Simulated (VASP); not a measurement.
Wanted: the native input for a VASP 6.6.1 run.

```yaml
Task: single point
Functional: PBE
Potentials_or_basis: VASP PAW PBE potentials, release 64 (Ti_sv, B)
Cutoff: 520 eV
k_mesh: 4 × 4 × 4
Occupations: gaussian, width 0.1 eV
Spin: no spin polarisation
Dipole_correction: no
Further_INCAR_settings: ALGO = Normal; EDIFF = 1e-06; NBANDS = 20
```

The structure of TiB4 lies in POSCAR:

```
TiB4
1.0
    4.2100856737      0.0000000000      0.0000000000
    0.0000000000      4.2100856737      0.0000000000
    0.0000000000      0.0000000000      4.2100856737
Ti B
1 4
Direct
    0.0000000000      0.0000000000      0.0000000000
    0.5000000000      0.0000000000      0.0000000000
    0.0000000000      0.5000000000      0.0000000000
    0.0000000000      0.0000000000      0.5000000000
    0.5000000000      0.5000000000      0.5000000000
```

One way to write it, as run:

INCAR

```
SYSTEM = TiB4
PREC = Accurate
ENCUT = 520
EDIFF = 1E-6
ISMEAR = 0
SIGMA = 0.1
LREAL = .FALSE.
LASPH = .TRUE.
NELM = 60
ALGO = Normal
ISIF = 2
LWAVE = .FALSE.
LCHARG = .FALSE.
GGA = PE
NBANDS = 20
```

KPOINTS

```
regular mesh
0
G
  4 4 4
  0 0 0
```

Potentials or basis: VASP PAW PBE potentials, release 64 (Ti_sv, B).

The run is started by

```console
$ cat potpaw_PBE.64/Ti_sv/POTCAR potpaw_PBE.64/B/POTCAR > POTCAR
$ mpirun -np 1 vasp_std > vasp.out
```

Results of the run:

```
Pressure               : -0.3 GPa
Band gap on the k mesh : zero (band 12 reaches 4.42 eV, above the bottom of band 13 at 1.22 eV)
```

Caveat: the k points lie up to 0.37 Å⁻¹ apart.

Wall time 12 s on 1 thread of Intel(R) Xeon(R) Platinum 8488C (Sapphire Rapids), with other jobs on the host, peak memory 0.17 GiB.
